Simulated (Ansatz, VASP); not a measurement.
## One calculation of Al3Au, two programs

```
CELL_PARAMETERS angstrom
2.78869 0.00000 0.00000
0.00000 2.78869 0.00000
0.00000 0.00000 7.63267
ATOMIC_POSITIONS crystal
Al 0.00000 0.00000 0.50000
Al 0.50000 0.50000 0.22264
Al 0.50000 0.50000 0.77736
Au 0.00000 0.00000 0.00000
```

Alike in both runs: task single point; functional r2SCAN; k mesh 6 × 6 × 4; occupations gaussian, width 0.1 eV; no spin polarisation.

```csv
,VASP,Ansatz
version,VASP 6.6.1,Ansatz 0.2.0
potentials or method,"VASP PAW PBE potentials, release 64 (Al, Au), cutoff 520 eV","scalar-relativistic, plane waves, PAW"
valence electrons in the cell,20,28
```

```csv
,VASP,Ansatz,Ansatz less VASP
gap on the k mesh at the Fermi level (eV),none,none,-
pressure (GPa),17.5,17.8,+0.28
"traceless stress, the component that is largest in VASP (GPa)",-4.95,-4.84,+0.106
rms of the force components (eV/Å),0.788,0.791,+0.0030
```

VASP's potentials were made for PBE, not for r2SCAN. Atom by atom the forces differ by 0.003 eV/Å (rms over components). A gap of «none» marks a metal or a gap that the smearing closes. VASP's potentials hold 20 valence electrons a cell and Ansatz's 28, so a difference there can come from the potentials and not from the codes.

The k mesh is coarse, so the values compare programs but aren't converged. Spin-orbit coupling is off throughout.
